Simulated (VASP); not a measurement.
Set up this calculation in VASP 6.6.1, as the native input.

```
Task                   : single point
Functional             : r2SCAN
Potentials or basis    : VASP PAW PBE potentials, release 64 (Ti_sv, Al)
Cutoff                 : 520 eV
k mesh                 : 10 × 10 × 5
Occupations            : fermi-dirac, width 0.05 eV
Spin                   : no spin polarisation
Dipole correction      : no
Further INCAR settings : ALGO = Normal; EDIFF = 1e-06; NBANDS = 14
```

TiAl:

```
Ti Al
1.0
     2.86726    0.00000    0.00000
    -1.43363    2.48312    0.00000
     0.00000    0.00000    4.67808
Ti Al
1 1
Cartesian
  -0.0349 0.0121 0.0529
  0.0481 1.6455 2.4154
```

These files were run (other wordings do the same):

POSCAR

```
TiAl
1.0
    2.8672622327      0.0000000000      0.0000000000
   -1.4336311163      2.4831219328      0.0000000000
    0.0000000000      0.0000000000      4.6780830000
Ti Al
1 1
Direct
   -0.0097550000      0.0048560000      0.0113100000
    0.3481230000      0.6626870000      0.5163250000
```

INCAR.step1

```
PREC = Accurate ; ENCUT = 520
ISMEAR = -1 ; SIGMA = 0.05
LREAL = F ; LASPH = T
NELM = 80 ; NBANDS = 14
GGA = PE ; ALGO = Normal
EDIFF = 1E-4 ; LWAVE = T
LCHARG = F
```

INCAR.step2

```
PREC = Accurate ; ENCUT = 520
EDIFF = 1E-6 ; ISMEAR = -1
SIGMA = 0.05 ; LREAL = F
LASPH = T ; NELM = 80
ALGO = Normal ; ISIF = 2
LWAVE = F ; LCHARG = F
METAGGA = R2SCAN ; LMIXTAU = T
NBANDS = 14 ; ISTART = 1
```

KPOINTS

```
regular mesh
0
Gamma
  10 10 5
```

Potentials or basis: VASP PAW PBE potentials, release 64 (Ti_sv, Al).

The run is started by

```bash
$ cat potpaw_PBE.64/Ti_sv/POTCAR potpaw_PBE.64/Al/POTCAR > POTCAR
$ cp INCAR.step1 INCAR
$ mpirun -np 1 vasp_std > vasp.out
$ cp INCAR.step2 INCAR
$ mpirun -np 1 vasp_std > vasp.out
```

It gave:

```yaml
Pressure: -0.9 GPa
Largest_force: 0.240 eV/Å
```

Caveat: the PAW data sets were made with another functional, which shifts forces and pressure a little.

It took 4.6 min on 1 thread of Intel Xeon 6975P-C (shared host), peak memory 0.26 GiB.
